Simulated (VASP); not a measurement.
Input of a VASP 6.6.1 run:

Contents of INCAR:

```
PREC = Accurate
ENCUT = 520
EDIFF = 1E-6
ISMEAR = -1
SIGMA = 0.05
LREAL = F
LASPH = T
NELM = 150
ALGO = Normal
ISIF = 2
LWAVE = F
LCHARG = F
ISPIN = 2
MAGMOM = 2 0
LORBIT = 11
LMAXMIX = 4
GGA = CA
NBANDS = 18
```

Contents of KPOINTS:

```
Automatic mesh
0
Gamma
  10 10 10
```

POSCAR

```
CoO
1.0
    1.6022198417      0.9250420569      2.5664708903
   -1.6022198417      0.9250420569      2.5664708903
    0.0000000000     -1.8500841138      2.5664708903
Co O
1 1
Direct
    0.9989783200      0.9989783200      0.9989783200
    0.7510210300      0.7510210300      0.7510210300
```

Potentials or basis: VASP PAW LDA potentials, release 64 (Co, O).

Launch:

```console
$ cat potpaw_LDA.64/Co/POTCAR potpaw_LDA.64/O/POTCAR > POTCAR
$ mpirun -np 1 vasp_std > vasp.out
```

Task: Predict the largest force.

Result: 0.196 eV/Å.

Task: Estimate the net moment.

Result: 2.41 μB per cell.

Task: Estimate the pressure.

Result: -17.6 GPa.

Task: What does it give for the site moments?

Result: Co +2.09; O +0.25 μB.

Forces in eV/Å, atoms in the order of the input:
```
Co   0.000  0.000  0.196
O    0.000  0.000 -0.196
```

Caveat: the cell stands under tension; a cell with one magnetic atom can't hold antiferromagnetic order, which such compounds often take.
